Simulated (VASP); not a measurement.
# NaF (R-3m) in VASP: notebook

Runs on NaF. Level: LDA. Tasks: electric field gradients.

Everything below comes from runs of VASP 6.6.1. Logs are shortened: lines on timing, memory, paths and dates and some standing lists are left out, and cuts for length are marked.

### 1 The cell of the first run

It takes space group R-3m (No. 166, trigonal). Conventional cell: a = 3.318 Å, b = 3.318 Å, c = 7.887 Å, α = 90.00°, β = 90.00°, γ = 120.00°. Na (site symmetry -3m) has 6 F at 2.32 Å within 3.1 Å. F (site symmetry -3m) has 6 Na at 2.32 Å within 3.1 Å.

### 2 Electric field gradients, LDA (equal xy, yz and zx shear strains of -2 %)

Contents of INCAR:

```
SYSTEM = NaF
ALGO = Normal ; EDIFF = 1E-8
ENCUT = 520 ; ISIF = 2
ISMEAR = -1 ; LASPH = .True.
LCHARG = .False. ; LEFG = .True.
LREAL = .False. ; LWAVE = .False.
NBANDS = 14 ; NELM = 60
PREC = Accurate ; SIGMA = 0.02
```

Contents of KPOINTS:

```
k-points
0
Gamma
  10 10 10
  0 0 0
```

Contents of POSCAR:

```
NaF
1.0
   -0.0464660000      2.3000670000      2.3000670000
    2.3000670000     -0.0464660000      2.3000670000
    2.3000670000      2.3000670000     -0.0464660000
Na F
1 1
Direct
    0.0000000000      0.0000000000      0.0000000000
    0.5000000000      0.5000000000      0.5000000000
```

Potentials or basis: VASP PAW LDA potentials, release 64 (Na_pv, F).

Launch:

```console
cat potpaw_LDA.64/Na_pv/POTCAR potpaw_LDA.64/F/POTCAR > POTCAR
mpirun -np 1 vasp_std > vasp.out
```

OUTCAR:

```text
SYSTEM = NaF
   EDIFF = 1E-8
   ENCUT = 520
   ISIF = 2
   ISMEAR = -1
   LASPH = .True.
   LREAL = .False.
   NELM = 60
   PREC = Accurate

 ion  position               nearest neighbor table
   1  0.000  0.000  0.000-   2 2.32   2 2.32   2 2.32   2 2.32   2 2.32   2 2.32
   2  0.500  0.500  0.500-   1 2.32   1 2.32   1 2.32   1 2.32   1 2.32   1 2.32

  LATTYP: Found a trigonal (rhomboedric) cell.
 ALAT       =     3.2531178119
 COS(alpha) =     0.4797000918

  Lattice vectors:

 A1 = (  -0.0464660000,   2.3000670000,   2.3000670000)
 A2 = (   2.3000670000,  -0.0464660000,   2.3000670000)
 A3 = (   2.3000670000,   2.3000670000,  -0.0464660000)

Analysis of symmetry for initial positions (statically):
=====================================================================
 Subroutine PRICEL returns:
 Original cell was already a primitive cell.

 Routine SETGRP: Setting up the symmetry group for a
 trigonal (rhombohedral) supercell.

 Subroutine GETGRP returns: Found 12 space group operations
 (whereof 12 operations were pure point group operations)
 out of a pool of 12 trial point group operations.

The static configuration has the point symmetry D_3d.

Analysis of symmetry for dynamics (positions and initial velocities):
=====================================================================
 Subroutine PRICEL returns:
 Original cell was already a primitive cell.

 Routine SETGRP: Setting up the symmetry group for a
 trigonal (rhombohedral) supercell.

 Subroutine GETGRP returns: Found 12 space group operations
 (whereof 12 operations were pure point group operations)
 out of a pool of 12 trial point group operations.

The dynamic configuration has the point symmetry D_3d.

 Subroutine INISYM returns: Found 12 space group operations
 (whereof 12 operations are pure point group operations),
 and found     1 'primitive' translations

----------------------------------------------------------------------------------------

                                     Primitive cell

  volume of cell :      25.0735

  direct lattice vectors                    reciprocal lattice vectors
    -0.046466000  2.300067000  2.300067000    -0.210906030  0.215254608  0.215254608
     2.300067000 -0.046466000  2.300067000     0.215254608 -0.210906030  0.215254608
     2.300067000  2.300067000 -0.046466000     0.215254608  0.215254608 -0.210906030

  length of vectors
     3.253117812  3.253117812  3.253117812     0.370338286  0.370338286  0.370338286

  position of ions in fractional coordinates (direct lattice)
     0.000000000  0.000000000  0.000000000
     0.500000000  0.500000000  0.500000000

  ion indices of the primitive-cell ions
   primitive index   ion index
                 1           1
                 2           2

----------------------------------------------------------------------------------------

 KPOINTS: k-points

Automatic generation of k-mesh.
 Grid dimensions read from file:
 generate k-points for:   10   10   10

 Generating k-lattice:

  Cartesian coordinates                     Fractional coordinates (reciprocal lattice)
    -0.021090603  0.021525461  0.021525461     0.100000000  0.000000000 -0.000000000
     0.021525461 -0.021090603  0.021525461     0.000000000  0.100000000 -0.000000000
     0.021525461  0.021525461 -0.021090603     0.000000000  0.000000000  0.100000000

  Length of vectors
     0.037033829  0.037033829  0.037033829

  Shift w.r.t. Gamma in fractional coordinates (k-lattice)
     0.000000000  0.000000000  0.000000000

 Subroutine IBZKPT returns following result:
 ===========================================

 Found    116 irreducible k-points:

 Following reciprocal coordinates:
            Coordinates               Weight
  0.000000  0.000000  0.000000      1.000000
  0.100000  0.000000  0.000000      6.000000
  0.200000  0.000000  0.000000      6.000000
  0.300000 -0.000000 -0.000000      6.000000
  0.400000  0.000000 -0.000000      6.000000
  0.500000 -0.000000 -0.000000      3.000000
[... 16 lines left out ...]
  0.300000  0.300000  0.000000      6.000000
  0.400000  0.300000 -0.000000     12.000000
 [... further k-points ...]
   k-points           NKPTS =    116   k-points in BZ     NKDIM =    116   number of bands    NBANDS=     14
   number of dos      NEDOS =    301   number of ions     NIONS =      2
   total plane-waves  NPLWV =  13824
   dimension x,y,z NGX =    24 NGY =   24 NGZ =   24
   dimension x,y,z NGXF=    48 NGYF=   48 NGZF=   48
   ions per type =               1   1
   NGX,Y,Z   is equivalent  to a cutoff of  12.26, 12.26, 12.26 a.u.
   NGXF,Y,Z  is equivalent  to a cutoff of  24.53, 24.53, 24.53 a.u.
 SYSTEM =  NaF
   PREC   = accura    normal or accurate (medium, high low for compatibility)
   ISTART =      0    job   : 0-new  1-cont  2-samecut
   ICHARG =      2    charge: 1-file 2-atom 10-const
   ISPIN  =      1    spin polarized calculation?
   LNONCOLLINEAR =      F non collinear calculations
   LSORBIT =      F    spin-orbit coupling
   LASPH  =      T    aspherical Exc in radial PAW
   ENCUT  =  520.0 eV  38.22 Ry    6.18 a.u.   6.05  6.05  6.05*2*pi/ulx,y,z
   NELM   =     60;   NELMIN=  2; NELMDL= -5     # of ELM steps
   EDIFF  = 0.1E-07   stopping-criterion for ELM
   LREAL  =      F    real-space projection
   EDIFFG = 0.1E-06   stopping-criterion for IOM
   NSW    =      0    number of steps for IOM
   IBRION =     -1    ionic relax: 0-MD 1-quasi-New 2-CG
   NFREE  =      0    steps in history (QN), initial steepest desc. (CG)
   ISIF   =      2    stress and relaxation
   ISYM   =      2    0-nonsym 1-usesym 2-fastsym
   POTIM  = 0.5000    time-step for ionic-motion
   TEBEG  =    0.0;   TEEND  =   0.0 temperature during run
   PSTRESS=    0.0 pullay stress
   NELECT =      14.0000    total number of electrons
   NUPDOWN=      -1.0000    fix difference up-down
   EMIN   =  10.00;   EMAX   =-10.00  energy-range for DOS
   EFERMI =   0.00;   METHOD = LEGACY
   ISMEAR =    -1;   SIGMA  =   0.02  broadening in eV -4-tet -1-fermi 0-gaus
   EFERMI_NEDOS =   21; number of points for ismear=-14 and -15
   IALGO  =     38    algorithm
   IMIX   =      4    mixing-type and parameters
     AMIX     =   0.40;   BMIX     =  1.00
     AMIX_MAG =   1.60;   BMIX_MAG =  1.00
  volume/ion in A,a.u.               =      12.54        84.60
  Fermi-wavevector in a.u.,A,eV,Ry     =   1.348071  2.547484 24.725788  1.817294
  Thomas-Fermi vector in A             =   2.475769
   LORBIT       =      0    0 simple, 1 ext, 2 COOP (PROOUT), +10 PAW based schemes
   GGA     = CA    functional components
   LHFCALC =     F    Hartree Fock is set to
   AEXX    =    0.0000 exact exchange contribution
   IVDW    =     0    specifies the selected vdW correction
   LEPSILON=     F    determine dielectric tensor
   LRPA    =     F    only Hartree local field effects (RPA)
 non-spin polarized calculation
  energy-cutoff  :      520.00
  volume of cell :       25.07
 maximum number of plane-waves:       688
   NGX = 13   NGY = 13   NGZ = 13

 number of electron      13.9999989 magnetization

 Free energy of the ion-electron system (eV)
  ---------------------------------------------------
  ext. energy  EPLUGINS =         0.00000000
  ---------------------------------------------------
  free energy    TOTEN  =        -9.29739762 eV

  energy without entropy =       -9.29739762  energy(sigma->0) =       -9.29739762

 E-fermi :  -2.0943     XC(G=0):  -9.9050

 val. band max:       -2.4897559679   @ k =   0.0000   0.0000   0.0000
 cond. band min:       3.3668374802   @ k =   0.0000   0.0000   0.0000
 fundamental gap:      5.8565934481
 Fermi energy:        -2.0943067124

 k-point     1 :       0.0000    0.0000    0.0000
  band No.  band energies     occupation
      1     -21.3343      2.00000
      2     -21.3312      2.00000
      3     -21.3312      2.00000
      4     -21.2905      2.00000
      5      -2.5686      2.00000
      6      -2.5686      2.00000
      7      -2.4898      2.00000
      8       3.3668      0.00000
      9      15.6932      0.00000
     10      15.6932      0.00000
     11      16.4448      0.00000
     12      18.7144      0.00000
     13      20.9607      0.00000
     14      20.9607      0.00000
[... 377 lines left out ...]
      1     -21.7291      2.00000
      2     -21.3829      2.00000
      3     -21.3722      2.00000
      4     -20.7599      2.00000
      5      -3.7633      2.00000
      6      -2.9699      2.00000
      7      -2.8386      2.00000
      8       7.6127      0.00000
      9      10.7973      0.00000
     10      13.7002      0.00000
     11      16.3174      0.00000
     12      16.8167      0.00000
     13      22.3139      0.00000
     14      23.5888      0.00000

 [... further k-points ...]

------------------------ aborting loop because EDIFF is reached ----------------------------------------

  FORCE on cell =-STRESS in cart. coord.  units (eV):
  Direction    XX          YY          ZZ          XY          YZ          ZX
  --------------------------------------------------------------------------------------
  -------------------------------------------------------------------------------------
  Total       -0.7385663     -0.7385663     -0.7385663      0.0845914      0.0845914      0.0845914
  in kB      -47.1938477    -47.1938477    -47.1938477      5.4053289      5.4053289      5.4053289
  external PRESSURE =     -47.1938477 kB  Pullay stress =       0.0000000 kB

 VOLUME and BASIS-vectors are now :
 -----------------------------------------------------------------------------
  energy-cutoff  :      520.00
  volume of cell :       25.07
      direct lattice vectors                 reciprocal lattice vectors
    -0.046466000  2.300067000  2.300067000    -0.210906030  0.215254608  0.215254608
     2.300067000 -0.046466000  2.300067000     0.215254608 -0.210906030  0.215254608
     2.300067000  2.300067000 -0.046466000     0.215254608  0.215254608 -0.210906030

 POSITION                                       TOTAL-FORCE (eV/Angst)
 -----------------------------------------------------------------------------------
      0.00000      0.00000      0.00000         0.000000     -0.000000     -0.000000
      2.27683      2.27683      2.27683        -0.000000      0.000000      0.000000
 -----------------------------------------------------------------------------------
    total drift:                                0.000000     -0.000000      0.000000

  FREE ENERGIE OF THE ION-ELECTRON SYSTEM (eV)
  ---------------------------------------------------
  free  energy   TOTEN  =        -9.2973976214 eV

  energy  without entropy=       -9.2973976214  energy(sigma->0) =       -9.29739762

 Electric field gradients (V/A^2)
---------------------------------------------------------------------
 ion       V_xx      V_yy      V_zz      V_xy      V_xz      V_yz
---------------------------------------------------------------------
   1      -0.000    -0.000     0.000     0.856     0.856     0.856
   2      -0.000    -0.000     0.000    -1.389    -1.389    -1.389
---------------------------------------------------------------------

 Electric field gradients after diagonalization (V/A^2)
 (convention: |V_zz| > |V_xx| > |V_yy|)
----------------------------------------------------------------------
 ion       V_xx      V_yy      V_zz     asymmetry (V_yy - V_xx)/ V_zz
----------------------------------------------------------------------
   1      -0.856    -0.856     1.713       0.000
   2       1.389     1.389    -2.777       0.000
----------------------------------------------------------------------

           NMR quadrupolar parameters

 Cq : quadrupolar parameter    Cq=e*Q*V_zz/h
 eta: asymmetry parameters     (V_yy - V_xx)/ V_zz
 Q  : nuclear electric quadrupole moment in mb (millibarn)
----------------------------------------------------------------------
 ion       Cq(MHz)       eta       Q (mb)
----------------------------------------------------------------------
   1       0.004       0.000       1.000
   2      -0.007       0.000       1.000
----------------------------------------------------------------------
```

It took 76 s on 1 thread of AMD EPYC 7R13, shared host; peak memory 0.12 GiB.

Results:

```yaml
Free_energy: -9.2974 eV
Pressure: -4.7 GPa
Band_gap_on_the_k_mesh: 5.86 eV, direct
```

Electric field gradients, principal values (V/Å²):
| atom | least | middle | greatest (by size) |
| --- | --- | --- | --- |
| 1 Na | -0.856 | -0.856 | 1.713 |
| 2 F | 1.389 | 1.389 | -2.777 |

Caveat: the cell differs from its parent crystal (equal xy, yz and zx shear strains of -2 %); without QUAD_EFG the Cq values of the log hold for a quadrupole moment of 1 mb, not for the nuclei.

### 3 Electric field gradients, LDA (equal xy, yz and zx shear strains of -1 %)

Contents of INCAR:

```
SYSTEM = NaF
  PREC = Accurate
  ENCUT = 520
  EDIFF = 1E-8
  ISMEAR = -1
  SIGMA = 0.02
  LREAL = .False.
  LASPH = .True.
  NELM = 80
  ALGO = Normal
  ISIF = 2
  LWAVE = .False.
  LCHARG = .False.
  GGA = CA
  LEFG = .True.
  NBANDS = 14
```

Contents of KPOINTS:

```
regular mesh
0
Gamma
  10 10 10
  0 0 0
```

Contents of POSCAR:

```
NaF
1.0
   -0.0232330000      2.3116835000      2.3116835000
    2.3116835000     -0.0232330000      2.3116835000
    2.3116835000      2.3116835000     -0.0232330000
Na F
1 1
Direct
    0.0000000000      0.0000000000      0.0000000000
    0.5000000000      0.5000000000      0.5000000000
```

Potentials or basis: VASP PAW LDA potentials, release 64 (Na_pv, F).

Launch:

```console
cat potpaw_LDA.64/Na_pv/POTCAR potpaw_LDA.64/F/POTCAR > POTCAR
mpirun -np 1 vasp_std > vasp.out
```

OUTCAR:

```text
SYSTEM = NaF
   PREC = Accurate
   ENCUT = 520
   EDIFF = 1E-8
   ISMEAR = -1
   LREAL = .False.
   LASPH = .True.
   NELM = 80
   ISIF = 2
   GGA = CA

 ion  position               nearest neighbor table
   1  0.000  0.000  0.000-   2 2.32   2 2.32   2 2.32   2 2.32   2 2.32   2 2.32
   2  0.500  0.500  0.500-   1 2.32   1 2.32   1 2.32   1 2.32   1 2.32   1 2.32

  LATTYP: Found a trigonal (rhomboedric) cell.
 ALAT       =     3.2692967104
 COS(alpha) =     0.4899250057

  Lattice vectors:

 A1 = (  -0.0232330000,   2.3116835000,   2.3116835000)
 A2 = (   2.3116835000,  -0.0232330000,   2.3116835000)
 A3 = (   2.3116835000,   2.3116835000,  -0.0232330000)

Analysis of symmetry for initial positions (statically):
=====================================================================
 Subroutine PRICEL returns:
 Original cell was already a primitive cell.

 Routine SETGRP: Setting up the symmetry group for a
[... 598 lines left out ...]
      direct lattice vectors                 reciprocal lattice vectors
    -0.023233000  2.311683500  2.311683500    -0.213058903  0.215221937  0.215221937
     2.311683500 -0.023233000  2.311683500     0.215221937 -0.213058903  0.215221937
     2.311683500  2.311683500 -0.023233000     0.215221937  0.215221937 -0.213058903

 POSITION                                       TOTAL-FORCE (eV/Angst)
 -----------------------------------------------------------------------------------
      0.00000      0.00000      0.00000         0.000000      0.000000      0.000000
      2.30007      2.30007      2.30007        -0.000000     -0.000000     -0.000000
 -----------------------------------------------------------------------------------
    total drift:                                0.000000     -0.000000      0.000000

  FREE ENERGIE OF THE ION-ELECTRON SYSTEM (eV)
  ---------------------------------------------------
  free  energy   TOTEN  =        -9.2991587730 eV

  energy  without entropy=       -9.2991587730  energy(sigma->0) =       -9.29915877

 Electric field gradients (V/A^2)
---------------------------------------------------------------------
 ion       V_xx      V_yy      V_zz      V_xy      V_xz      V_yz
---------------------------------------------------------------------
   1      -0.000     0.000    -0.000     0.433     0.433     0.433
   2      -0.000    -0.000    -0.000    -0.706    -0.706    -0.706
---------------------------------------------------------------------

 Electric field gradients after diagonalization (V/A^2)
 (convention: |V_zz| > |V_xx| > |V_yy|)
----------------------------------------------------------------------
 ion       V_xx      V_yy      V_zz     asymmetry (V_yy - V_xx)/ V_zz
----------------------------------------------------------------------
   1      -0.433    -0.433     0.866       0.000
   2       0.706     0.706    -1.411       0.000
----------------------------------------------------------------------

           NMR quadrupolar parameters

 Cq : quadrupolar parameter    Cq=e*Q*V_zz/h
 eta: asymmetry parameters     (V_yy - V_xx)/ V_zz
 Q  : nuclear electric quadrupole moment in mb (millibarn)
----------------------------------------------------------------------
 ion       Cq(MHz)       eta       Q (mb)
----------------------------------------------------------------------
   1       0.002       0.000       1.000
   2      -0.003       0.000       1.000
----------------------------------------------------------------------
```

stdout:

```text
POSCAR found type information on POSCAR NaF
 POSCAR found :  2 types and       2 ions
 scaLAPACK will be used
 LDA part: xc-table for (Slater(with rela. corr.)+CA(PZ))
 , standard interpolation
 POSCAR, INCAR and KPOINTS ok, starting setup
 FFT: planning ... GRIDC
 FFT: planning ... GRID_SOFT
 FFT: planning ... GRID
 WAVECAR not read
 entering main loop
ion   1

ion   2
```

Wall time 79 s (1 thread of AMD EPYC 7R13, shared host); peak memory 0.12 GiB.

Results:

- Free energy: -9.2992 eV
- Pressure: -4.7 GPa
- Band gap on the k mesh: 5.88 eV, direct

Electric field gradients, principal values (V/Å²):
| atom | least | middle | greatest (by size) |
| --- | --- | --- | --- |
| 1 Na | -0.433 | -0.433 | 0.866 |
| 2 F | 0.706 | 0.706 | -1.411 |

Caveat: the cell differs from its parent crystal (equal xy, yz and zx shear strains of -1 %); without QUAD_EFG the Cq values of the log hold for a quadrupole moment of 1 mb, not for the nuclei. A k mesh can miss the band edges.

[end of part 1 of 3]
